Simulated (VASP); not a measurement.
LiCl:

```
CELL_PARAMETERS angstrom
0.06395 2.74370 2.74370
2.74370 0.06395 2.74370
2.74370 2.74370 0.06395
ATOMIC_POSITIONS crystal
Li 0.00237 0.00237 0.00237
Cl 0.24763 0.24763 0.24763
```

This cell differs from its parent crystal: epitaxial 111 strain -1.9%.

Base run:

```yaml
Program: VASP 6.6.1
Functional: PBE
Potentials_or_basis: VASP PAW PBE potentials, release 64 (Li_sv, Cl)
Cutoff: 520 eV
k_mesh: 8 × 8 × 8
Occupations: fermi-dirac, width 0.02 eV
Spin: no spin polarisation
```

Its results: band gap on the k mesh 6.07 eV; largest force 0.005 eV/Å.

The run is repeated on the same cell with these changes: functional from PBE to r2SCAN; occupations from fermi-dirac, width 0.02 eV to gaussian, width 0.01 eV. What comes out?

Band gap on the k mesh 6.79 eV; largest force 0.024 eV/Å.

Caveats: the structure was generated, so it needn't be the stable form of LiCl; the PAW data sets were made with another functional, which shifts forces and pressure a little (at least some runs).

A k mesh can miss the band edges.
